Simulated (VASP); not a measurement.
Here is a VASP 6.6.1 calculation.

The input INCAR:

```
ALGO     = Normal         # electronic algorithm
EDIFF    = 1E-6           # SCF threshold, eV
EDIFFG   = -0.04          # ionic threshold
ENCUT    = 600            # plane-wave cutoff, eV
GGA      = PE             # functional
IBRION   = 2              # ionic algorithm
ISIF     = 3              # what is computed and relaxed
ISMEAR   = 0              # smearing method
LASPH    = True           # aspherical terms in the spheres
LCHARG   = False          # write CHGCAR
LREAL    = False          # projectors in reciprocal space
LWAVE    = False          # write WAVECAR
NELM     = 80             # most SCF steps
NSW      = 90             # ionic steps
PREC     = Accurate       # precision mode
SIGMA    = 0.1            # smearing width, eV
```

Contents of KPOINTS:

```
k-points
0
Gamma
  3 3 3
```

The input POSCAR:

```
InSb2As3
1.0
    3.1071621200      1.7939208900      4.9130772000
   -3.1071621200      1.7939208900      4.9130772000
    0.0000000000     -3.5878417700      4.9130772000
In Sb As
1 2 3
Direct
    0.0000000000      0.0000000000      0.0000000000
    0.6262924100      0.6262924100      0.6262924100
    0.3737075900      0.3737075900      0.3737075900
    0.0000000000      0.5000000000      0.0000000000
    0.5000000000      0.0000000000      0.0000000000
    0.0000000000      0.0000000000      0.5000000000
```

Potentials or basis: VASP PAW PBE potentials, release 64 (In_d, Sb, As).

The run is started by

```sh
$ cat potpaw_PBE.64/In_d/POTCAR potpaw_PBE.64/Sb/POTCAR potpaw_PBE.64/As/POTCAR > POTCAR
$ mpirun -np 1 vasp_std > vasp.out
```

Question: Estimate the band gap on the k mesh.

Answer: Zero (band 19 reaches 6.12 eV, above the bottom of band 20 at 4.77 eV).

Question: Predict the space group after relaxing (to 0.05 Å).

Answer: R-3m (No. 166).

Forces in eV/Å, atoms in the order of the input:
```
In   0.000  0.000  0.000
Sb   0.000  0.000  0.004
Sb   0.000  0.000 -0.004
As   0.000  0.000  0.000
As   0.000  0.000  0.000
As   0.000  0.000  0.000
```

Caveat: the k points lie up to 0.43 Å⁻¹ apart in the final cell; spin-orbit coupling is left out, which moves the levels of the heavy elements.
